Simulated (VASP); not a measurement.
A run of VASP 6.6.1 is set up as follows.

File INCAR:

```
PREC = Accurate
ENCUT = 520
EDIFF = 1E-6
ISMEAR = -1
SIGMA = 0.05
LREAL = F
LASPH = T
NELM = 100
ALGO = Fast
ISIF = 2
LWAVE = F
LCHARG = F
GGA = PE
NBANDS = 11
```

The input KPOINTS:

```
regular mesh
0
Gamma
  12 12 12
```

Contents of POSCAR:

```
Pd
1.0
    0.0000000000      1.8895854190      1.8895854190
    1.8895854190      0.0000000000      1.8895854190
    1.8895854190      1.8895854190      0.0000000000
Pd
1
Direct
    0.0000000000      0.0000000000      0.0000000000
```

Potentials or basis: VASP PAW PBE potentials, release 64 (Pd).

Run with:

```sh
$ cat potpaw_PBE.64/Pd/POTCAR > POTCAR
$ mpirun -np 1 vasp_std > vasp.out
```

Problem. What does it give for the band gap on the k mesh?

Solution. Zero (band 5 reaches 11.70 eV, above the bottom of band 6 at 9.86 eV).

Problem. What does it give for the pressure?

Solution. 29.4 GPa.
